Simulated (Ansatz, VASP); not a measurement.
KZnF3 in VASP and in Ansatz

```xyz
5
Lattice="4.0500 0.0000 0.0000 0.0000 4.0500 0.0000 0.0000 0.0000 4.0500" Properties=species:S:1:pos:R:3 pbc="T T T"
K     0.0000    0.0000    0.0000
Zn    2.0250    2.0250    2.0250
F     2.0250    2.0250    0.0000
F     0.0000    2.0250    2.0250
F     2.0250    0.0000    2.0250
```

Alike in both runs: functional PBE; k mesh 6 × 6 × 6; occupations fermi-dirac, width 0.02 eV; no spin polarisation.

Ansatz relaxed the structure, and its values are those at the end. VASP's run is a single point on that final structure, the one shown.

```csv
,VASP,Ansatz
version,VASP 6.6.1,Ansatz 0.2.0
potentials or method,"VASP PAW PBE potentials, release 64 (K_sv, Zn, F)","plane-wave PAW, scalar-relativistic"
plane-wave cutoff (eV),520,420
valence electrons in the cell,42,42
```

```tsv
	VASP	Ansatz	Ansatz less VASP
gap on the k mesh at the Fermi level (eV)	3.79	3.86	+0.070
pressure (GPa)	4.9	4.6	-0.39
```

Ansatz's warnings: stress scf threshold loose.
